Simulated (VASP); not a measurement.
# Si3C (km) (C2/m) in VASP: single point with PBEsol

Aim: the single point of Si3C (km) with PBEsol.

All numbers are computed with VASP 6.6.1; they aren't measurements. Logs are shortened: lines on timing, memory, paths and dates and some standing lists are left out, and cuts for length are marked.

### 1 The cell of the first run

The structure is monoclinic, space group C2/m (No. 12). Conventional cell: a = 11.637 Å, b = 3.369 Å, c = 6.134 Å, α = 90.00°, β = 100.40°, γ = 90.00°. C (site symmetry m) has 1 C at 1.59 Å and 3 Si at 1.91 to 2.04 Å within 2.1 Å. Si (site symmetry m) has 4 Si at 2.24 to 2.33 Å within 3.0 Å. Within 2.7 Å of Si (site symmetry m) lie 2 C at 2.04 Å and 2 Si at 2.33 to 2.63 Å. Si (site symmetry m) has 1 C at 1.91 Å and 3 Si at 2.24 to 2.28 Å within 2.5 Å.

### 2 Single point, PBEsol

INCAR reads:

```
PREC = Accurate ; ENCUT = 600
EDIFF = 1E-6 ; ISMEAR = 0
SIGMA = 0.1 ; LREAL = False
LASPH = True ; NELM = 120
ALGO = Normal ; ISIF = 2
LWAVE = False ; LCHARG = False
GGA = PS ; NBANDS = 26
GGA_COMPAT = False
```

KPOINTS reads:

```
regular mesh
0
Gamma
  4 4 4
```

POSCAR reads:

```
Si3C
1.0
    0.0000000000     -2.3823041281     -2.3823041281
    2.4593543630      4.9198453882     -2.5375412602
    4.9997300194     -2.5128491096      2.5128491096
C Si
2 6
Direct
    0.7565496366      0.5130992732      0.2061673364
    0.8059503634      0.6119007268      0.9813326636
    0.5051390590      0.0102781180      0.4746253937
    0.2606614873      0.5213229745      0.7978934612
   -0.0276076757     -0.0552153513      0.0123202743
    0.5901076757      0.1802153513      0.1751797257
    0.3018385127      0.6036770255      0.3896065388
    0.0573609410      0.1147218820      0.7128746063
```

Potentials or basis: VASP PAW PBE potentials, release 64 (C, Si).

Started as:

```
$ cat potpaw_PBE.64/C/POTCAR potpaw_PBE.64/Si/POTCAR > POTCAR
$ mpirun -np 1 vasp_std > vasp.out
```

OUTCAR:

```text
PREC = Accurate
   ENCUT = 600
   EDIFF = 1E-6
   ISMEAR = 0
   LREAL = False
   LASPH = True
   NELM = 120
   ISIF = 2
   GGA = PS

 ion  position               nearest neighbor table
   1  0.757  0.513  0.206-   2 1.59   6 1.91   7 2.04   7 2.04
   2  0.806  0.612  0.981-   1 1.59   5 1.91   4 2.04   4 2.04
   3  0.505  0.010  0.475-   6 2.24   8 2.24   8 2.24   7 2.33
   4  0.261  0.521  0.798-   2 2.04   2 2.04   8 2.33   7 2.63   5 3.08   5 3.08
   5  0.972  0.945  0.012-   2 1.91   8 2.24   6 2.28   6 2.28   4 3.08   4 3.08
   6  0.590  0.180  0.175-   1 1.91   3 2.24   5 2.28   5 2.28   7 3.08   7 3.08
   7  0.302  0.604  0.390-   1 2.04   1 2.04   3 2.33   4 2.63   6 3.08   6 3.08
   8  0.057  0.115  0.713-   5 2.24   3 2.24   3 2.24   4 2.33

  LATTYP: Found a base centered monoclinic cell.
 ALAT       =    11.6369638127
 B/A-ratio  =     0.2895159650
 C/A-ratio  =     0.5271145974
 COS(beta)  =    -0.1805285190

  Lattice vectors:

 A1 = (   2.4593543630,   2.5375412601,  -4.9198453883)
 A2 = (   2.4593543630,   4.9198453882,  -2.5375412602)
 A3 = (   4.9997300194,  -2.5128491096,   2.5128491096)

Analysis of symmetry for initial positions (statically):
=====================================================================
 Subroutine PRICEL returns:
 Original cell was already a primitive cell.

 Routine SETGRP: Setting up the symmetry group for a
 base centered monoclinic supercell.

 Subroutine GETGRP returns: Found  4 space group operations
 (whereof  2 operations were pure point group operations)
 out of a pool of  4 trial point group operations.

The static configuration has the point symmetry C_1h.
 The point group associated with its full space group is C_2h.

Analysis of symmetry for dynamics (positions and initial velocities):
=====================================================================
 Subroutine PRICEL returns:
 Original cell was already a primitive cell.

 Routine SETGRP: Setting up the symmetry group for a
 base centered monoclinic supercell.

 Subroutine GETGRP returns: Found  4 space group operations
 (whereof  2 operations were pure point group operations)
 out of a pool of  4 trial point group operations.

The dynamic configuration has the point symmetry C_1h.
 The point group associated with its full space group is C_2h.

 Subroutine INISYM returns: Found  4 space group operations
 (whereof  2 operations are pure point group operations),
 and found     1 'primitive' translations
[... 103 lines left out ...]
   LASPH  =      T    aspherical Exc in radial PAW
   ENCUT  =  600.0 eV  44.10 Ry    6.64 a.u.   6.73 12.10 12.25*2*pi/ulx,y,z
   NELM   =    120;   NELMIN=  2; NELMDL= -5     # of ELM steps
   EDIFF  = 0.1E-05   stopping-criterion for ELM
   LREAL  =      F    real-space projection
[... 7 lines left out ...]
   TEBEG  =    0.0;   TEEND  =   0.0 temperature during run
   PSTRESS=    0.0 pullay stress
   NELECT =      32.0000    total number of electrons
   NUPDOWN=      -1.0000    fix difference up-down
   EMIN   =  10.00;   EMAX   =-10.00  energy-range for DOS
   EFERMI =   0.00;   METHOD = LEGACY
   ISMEAR =     0;   SIGMA  =   0.10  broadening in eV -4-tet -1-fermi 0-gaus
   EFERMI_NEDOS =   21; number of points for ismear=-14 and -15
   IALGO  =     38    algorithm
   IMIX   =      4    mixing-type and parameters
     AMIX     =   0.40;   BMIX     =  1.00
     AMIX_MAG =   1.60;   BMIX_MAG =  1.00
  volume/ion in A,a.u.               =      14.78        99.77
  Fermi-wavevector in a.u.,A,eV,Ry     =   1.058849  2.000935 15.254338  1.121162
  Thomas-Fermi vector in A             =   2.194174
   LORBIT       =      0    0 simple, 1 ext, 2 COOP (PROOUT), +10 PAW based schemes
   GGA     = PS    functional components
   LHFCALC =     F    Hartree Fock is set to
   AEXX    =    0.0000 exact exchange contribution
   IVDW    =     0    specifies the selected vdW correction
   LEPSILON=     F    determine dielectric tensor
   LRPA    =     F    only Hartree local field effects (RPA)
 non-spin polarized calculation
 Gauss-broadening in eV      SIGMA  =   0.10
  energy-cutoff  :      600.00
  volume of cell :      118.27
 maximum number of plane-waves:      3968
 NGX is ok and might be reduce to    28
   NGX = 13   NGY = 25   NGZ = 25

 number of electron      32.0000000 magnetization

 Free energy of the ion-electron system (eV)
  ---------------------------------------------------
  ext. energy  EPLUGINS =         0.00000000
  ---------------------------------------------------
  free energy    TOTEN  =       -50.83554373 eV

  energy without entropy =      -50.82677560  energy(sigma->0) =      -50.83115967

 E-fermi :   7.9279     XC(G=0): -10.4578

 val. band max:        7.9191364598   @ k =   0.0000   0.2500   0.2500
 cond. band min:       7.9340652605   @ k =   0.0000   0.0000   0.0000
 fundamental gap:      0.0149288007
 Fermi energy:         7.9278938865

 k-point     1 :       0.0000    0.0000    0.0000
  band No.  band energies     occupation
      1      -7.9176      2.00000
      2      -4.2918      2.00000
      3      -4.2345      2.00000
      4      -2.2464      2.00000
      5      -1.2873      2.00000
      6      -0.3587      2.00000
[... 685 lines left out ...]
     25      12.1682      0.00000
     26      12.2596      0.00000

------------------------ aborting loop because EDIFF is reached ----------------------------------------

  FORCE on cell =-STRESS in cart. coord.  units (eV):
  Direction    XX          YY          ZZ          XY          YZ          ZX
  --------------------------------------------------------------------------------------
  -------------------------------------------------------------------------------------
  Total        0.2775645      0.1870208      0.1870208      0.0047478      0.2435168     -0.0047477
  in kB        3.7601283      2.5335454      2.5335454      0.0643176      3.2988896     -0.0643158
  external PRESSURE =       2.9424063 kB  Pullay stress =       0.0000000 kB

 VOLUME and BASIS-vectors are now :
 -----------------------------------------------------------------------------
  energy-cutoff  :      600.00
  volume of cell :      118.27
      direct lattice vectors                 reciprocal lattice vectors
     0.000000000 -2.382304128 -2.382304128     0.050616468 -0.159525915 -0.260235772
     2.459354363  4.919845388 -2.537541260     0.101232935  0.100709856 -0.100709856
     4.999730019 -2.512849110  2.512849110     0.150214579 -0.049538920  0.049538920

 POSITION                                       TOTAL-FORCE (eV/Angst)
 -----------------------------------------------------------------------------------
      2.29267      0.20397     -2.58627        -0.012379     -0.013511      0.013511
      6.41128     -1.37550     -1.00680         0.012379      0.013511     -0.013511
      2.39828     -2.34549     -0.03681        -0.191537     -0.014392      0.014392
      5.27137     -0.06113      0.06113         0.131852      0.056084     -0.056084
      2.38516      2.30070     -4.68301        -0.271837     -0.143188      0.143188
      1.31906     -0.95938     -1.42292         0.271837      0.143188     -0.143188
      3.43258      1.27190     -1.27190        -0.131852     -0.056084      0.056084
      3.84632     -1.36358      1.36358         0.191537      0.014392     -0.014392
 -----------------------------------------------------------------------------------
    total drift:                                0.000000     -0.000004     -0.000004

  FREE ENERGIE OF THE ION-ELECTRON SYSTEM (eV)
  ---------------------------------------------------
  free  energy   TOTEN  =       -50.8355437346 eV

  energy  without entropy=      -50.8267755959  energy(sigma->0) =      -50.83115967
```

OSZICAR:

```text
N       E                     dE             d eps       ncg     rms          rms(c)
DAV:   1     0.754705608587E+02    0.75471E+02   -0.14194E+04  1248   0.118E+03
DAV:   2    -0.456729882579E+02   -0.12114E+03   -0.11142E+03  1556   0.177E+02
DAV:   3    -0.534393551215E+02   -0.77664E+01   -0.76045E+01  1654   0.413E+01
DAV:   4    -0.535951499799E+02   -0.15579E+00   -0.15543E+00  1574   0.674E+00
DAV:   5    -0.535985990256E+02   -0.34490E-02   -0.34453E-02  1648   0.969E-01    0.121E+01
DAV:   6    -0.510356921512E+02    0.25629E+01   -0.52523E+00  1490   0.118E+01    0.665E+00
DAV:   7    -0.508838938170E+02    0.15180E+00   -0.15338E+00  1520   0.599E+00    0.296E+00
DAV:   8    -0.508400776948E+02    0.43816E-01   -0.14081E-01  1580   0.190E+00    0.902E-01
DAV:   9    -0.508354489734E+02    0.46287E-02   -0.21044E-02  1644   0.904E-01    0.264E-01
DAV:  10    -0.508355616261E+02   -0.11265E-03   -0.30654E-03  1482   0.278E-01    0.116E-01
DAV:  11    -0.508355468633E+02    0.14763E-04   -0.32089E-04  1574   0.964E-02    0.404E-02
DAV:  12    -0.508355434752E+02    0.33881E-05   -0.67464E-05  1564   0.476E-02    0.133E-02
DAV:  13    -0.508355438436E+02   -0.36838E-06   -0.10643E-05  1460   0.177E-02    0.532E-03
DAV:  14    -0.508355437346E+02    0.10905E-06   -0.15032E-06   986   0.648E-03
   1 F= -.50835544E+02 E0= -.50831160E+02  d E =-.876814E-02
```

stdout:

```text
POSCAR found type information on POSCAR C Si
 POSCAR found :  2 types and       8 ions
 scaLAPACK will be used
 -----------------------------------------------------------------------------
|                                                                             |
|                                                                             |
|     You enforced a specific xc type in the INCAR file but a different       |
|     I HOPE YOU KNOW WHAT YOU ARE DOING!                                     |
|                                                                             |
 -----------------------------------------------------------------------------

 LDA part: xc-table for (Slater+PW92), standard interpolation
 POSCAR, INCAR and KPOINTS ok, starting setup
 FFT: planning ... GRIDC
 FFT: planning ... GRID_SOFT
 FFT: planning ... GRID
 WAVECAR not read
 entering main loop
```

Wall time 55 s (1 thread of Intel Xeon Platinum 8375C at 2.90GHz (Ice Lake), shared host); peak memory 0.27 GiB.

What came out:

* Free energy: -50.8355 eV
* Pressure: 0.3 GPa
* Largest force: 0.339 eV/Å
* Band gap on the k mesh: zero (band 16 reaches 8.32 eV, above the bottom of band 17 at 7.50 eV)

Forces on the atoms (eV/Å):
```
C   -0.012 -0.014  0.014
C    0.012  0.014 -0.014
Si  -0.192 -0.014  0.014
Si   0.132  0.056 -0.056
Si  -0.272 -0.143  0.143
Si   0.272  0.143 -0.143
Si  -0.132 -0.056  0.056
Si   0.192  0.014 -0.014
```

Stress tensor (GPa, compression positive):
```
 0.38  0.01 -0.01
 0.01  0.25  0.33
-0.01  0.33  0.25
```

Levels at points of the mesh, in eV from the Fermi level:
| k point | band 12 | band 13 | band 14 | band 15 | band 16 | band 17 | band 18 | band 19 | band 20 | band 21 |
| --- | --- | --- | --- | --- | --- | --- | --- | --- | --- | --- |
| (0.00, 0.00, 0.00) | -2.38 | -1.43 | -1.32 | -0.19 | 0.01 | 0.84 | 0.98 | 1.73 | 1.79 | 2.68 |
| (0.50, 0.00, 0.00) | -4.39 | -4.14 | -3.99 | -3.38 | -2.28 | 1.48 | 1.62 | 1.91 | 2.43 | 2.71 |
| (0.00, 0.50, 0.00) | -2.19 | -2.12 | -1.19 | -1.01 | -0.04 | 0.29 | 0.48 | 1.15 | 1.82 | 2.63 |
| (0.00, 0.00, 0.50) | -2.55 | -2.26 | -1.85 | -0.72 | -0.64 | 0.64 | 1.17 | 1.99 | 2.34 | 2.72 |
| (0.50, 0.00, 0.50) | -3.84 | -3.35 | -2.33 | -1.99 | -1.60 | -0.43 | -0.04 | 0.50 | 1.12 | 1.78 |
| (0.00, 0.50, 0.50) | -2.98 | -2.51 | -2.50 | -0.50 | -0.48 | 0.14 | 1.58 | 1.90 | 2.14 | 2.90 |

Caveat: the k points lie up to 0.49 Å⁻¹ apart; the PAW data sets were made with another functional, which shifts forces and pressure a little.
